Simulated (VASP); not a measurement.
Input of a VASP 6.6.1 run:

The input INCAR:

```
SYSTEM = Al
PREC     = Accurate       ! precision mode
ENCUT    = 520            ! plane-wave cutoff, eV
EDIFF    = 1E-7           ! SCF threshold, eV
ISMEAR   = 0              ! smearing method
SIGMA    = 0.1            ! smearing width, eV
LREAL    = Auto         
LASPH    = .True.         ! aspherical terms in the spheres
NELM     = 60             ! most SCF steps
ALGO     = Normal         ! electronic algorithm
ISIF     = 2              ! what is computed and relaxed
LWAVE    = .False.        ! write WAVECAR
LCHARG   = .True.         ! write CHGCAR
LDIPOL   = .True.       
IDIPOL   = 3            
DIPOL    = 0.5 0.5 0.322
GGA      = CA             ! functional
LELF     = .True.         ! ELF
LVHAR    = .True.       
LVACPOTAV= .True.       
NBANDS   = 40             ! bands
```

The input KPOINTS:

```
Automatic mesh
0
Gamma
  5 4 1
  0 0 0
```

The input POSCAR:

```
Al
1.0
    5.6343731020      0.0000000000      0.0000000000
    0.0000000000      7.9682068563      0.0000000000
    0.0000000000      0.0000000000     19.6723116275
Al
17
Direct
    0.2500000000      0.2500000000      0.2033314679
    0.2500000000      0.7500000000      0.2033314679
    0.7500000000      0.2500000000      0.2033314679
    0.7500000000      0.7500000000      0.2033314679
    0.0000000000      0.0000000000      0.2749343025
    0.0000000000      0.5000000000      0.2749343025
    0.5000000000      0.0000000000      0.2749343025
    0.5000000000      0.5000000000      0.2749343025
    0.2500000000      0.2500000000      0.3484027381
    0.2500000000      0.7500000000      0.3484027381
    0.7500000000      0.2500000000      0.3484027381
    0.7500000000      0.7500000000      0.3484027381
    0.0000000000      0.0000000000      0.4154220298
    0.0000000000      0.5000000000      0.4154220298
    0.5000000000      0.0000000000      0.4154220298
    0.5000000000      0.5000000000      0.4154220298
    0.1666666667      0.1875000000      0.5014948318
```

Potentials or basis: VASP PAW LDA potentials, release 64 (Al).

Command:

```bash
$ cat potpaw_LDA.64/Al/POTCAR > POTCAR
$ mpirun -np 1 vasp_std > vasp.out
```

Problem. Predict the largest force.

Solution. 1.271 eV/Å.

Problem. Estimate the band gap on the k mesh.

Solution. Zero (an odd number of electrons rules out a gap without spin polarisation).

Forces in eV/Å, atoms in the order of the input:
```
Al   0.072 -0.002  0.262
Al  -0.010 -0.023  0.262
Al  -0.074  0.013  0.183
Al   0.016 -0.021  0.224
Al  -0.061 -0.025 -0.252
Al  -0.050 -0.004 -0.236
Al   0.028  0.008 -0.212
Al   0.035  0.000 -0.220
Al   0.035 -0.057 -0.035
Al   0.007 -0.002  0.096
Al  -0.033 -0.004 -0.137
Al   0.000  0.069  0.047
Al  -0.677 -0.819 -0.696
Al  -0.044 -0.157  0.265
Al   0.044  0.129  0.279
Al   0.049 -0.096  0.165
Al   0.664  0.992  0.005
```
